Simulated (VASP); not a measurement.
Set up this calculation in VASP 6.6.1, as the native input.

| Property | Result |
| --- | --- |
| Task | single point |
| Functional | PBE |
| Potentials or basis | VASP PAW PBE potentials, release 64 (Sr_sv, Ca_sv) |
| Cutoff | 520 eV |
| k mesh | 1 × 1 × 1, shifted |
| Occupations | fermi-dirac, width 0.0534 eV |
| Spin | no spin polarisation |
| Dipole correction | no |
| Further INCAR settings | LREAL = Auto; ALGO = Normal; EDIFF = 1e-06; NBANDS = 138; ISYM = 0 |

The structure of Sr19Ca5 lies in POSCAR:

```
Sr19Ca5
1.0
   10.4978800000     -0.1668760000      0.0738540000
   -0.1668760000     10.3895350000      0.2213770000
    0.0738540000      0.2213770000     11.1990180000
Sr Ca
19 5
Direct
    0.2795413479      0.7070345804      0.7595062852
    0.8381735858      0.3501499809      0.7250914657
    0.1439426256      0.0166335933      0.7229308825
    0.5879386136      0.2497571198      0.5019559661
    0.2739384032      0.5958800849      0.3462453054
    0.8062406907      0.9549646092      0.5295400632
    0.4321800180      0.2134970300      0.1950410692
    0.4790518404      0.4100902798      0.8082905617
    0.1547370256      0.1316261145      0.3555056396
    0.2643704620      0.8952461783      0.0949402234
    0.5314618521      0.0427101720      0.8068290779
    0.9024184456      0.8363620035      0.1941017933
    0.2476966866      0.5112793480      0.0731329408
    0.0126603120      0.6782442845      0.5827071892
    0.4971228796      0.9065942624      0.4400504909
    0.7237463665      0.3153339954      0.0550974864
    0.0385678425      0.2314438231      0.0549440381
    0.9781304898      0.6428041136      0.9435247005
    0.6076594346      0.7566111140      0.1086929784
    0.9039498088      0.4627911151      0.3421224416
    0.6304491490      0.6062527695      0.3897896574
    0.8547300038      0.9980307055      0.8762201049
    0.6718645670      0.7056871253      0.7402665319
    0.1601896773      0.3437246397      0.6730357628
```

These files were run (other wordings do the same):

INCAR

```
PREC = Accurate ; ENCUT = 520
EDIFF = 1E-6 ; ISMEAR = -1
SIGMA = 0.0534 ; LREAL = Auto
LASPH = True ; NELM = 100
ALGO = Normal ; ISIF = 2
LWAVE = False ; LCHARG = False
GGA = PE ; ISYM = 0
NBANDS = 138
```

KPOINTS

```
Automatic mesh
0
Gamma
  1 1 1
  0.25 0.25 0.25
```

Potentials or basis: VASP PAW PBE potentials, release 64 (Sr_sv, Ca_sv).

Run with:

```sh
$ cat potpaw_PBE.64/Sr_sv/POTCAR potpaw_PBE.64/Ca_sv/POTCAR > POTCAR
$ mpirun -np 1 vasp_std > vasp.out
```

It gave:

The pressure is 1.5 GPa and the largest force is 1.376 eV/Å.

Caveat: the k points lie up to 0.61 Å⁻¹ apart; the atoms stand as in a frame of molecular dynamics.

It took 6.8 min on 1 thread of AMD EPYC 7R13 Processor (Zen 3), on a shared host, peak memory 0.98 GiB.
